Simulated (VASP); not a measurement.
## GaN: single point with PBE+D4

The system is GaN.

```
CELL_PARAMETERS angstrom
0.00000 2.29770 2.29770
2.29770 0.00000 2.29770
2.29770 2.29770 0.00000
ATOMIC_POSITIONS crystal
Ga 0.00000 0.00000 0.00000
N 0.25000 0.25000 0.25000
```

```
Program             : VASP 6.6.1
Task                : single point
Functional          : PBE
Dispersion          : D4
Potentials or basis : VASP PAW PBE potentials, release 64 (Ga_d, N)
Cutoff              : 520 eV
k mesh              : 10 × 10 × 10
Occupations         : fermi-dirac, width 0.05 eV
Spin                : no spin polarisation
```

```yaml
Pressure: -9.9 GPa
Band_gap_on_the_k_mesh: 1.35 eV, direct
Dispersion_energy_per_atom: -0.378 eV
```

Levels at points of the mesh, in eV from the valence-band top:
```tsv
k point	band 7	band 8	band 9	band 10	band 11	band 12
(0.00, 0.00, 0.00)	0.00	0.00	0.00	1.35	9.94	9.94
(0.50, 0.00, 0.00)	-6.67	-0.90	-0.90	4.24	8.43	10.06
(0.50, 0.50, 0.00)	-5.89	-2.50	-2.50	3.33	6.31	11.31
```

Wall time 6.7 s on 1 thread of Intel(R) Xeon(R) 6975P-C (Granite Rapids), with other jobs on the host, peak memory 0.14 GiB.

Expect the measured gap to be larger: semilocal functionals such as PBE lack the derivative discontinuity.
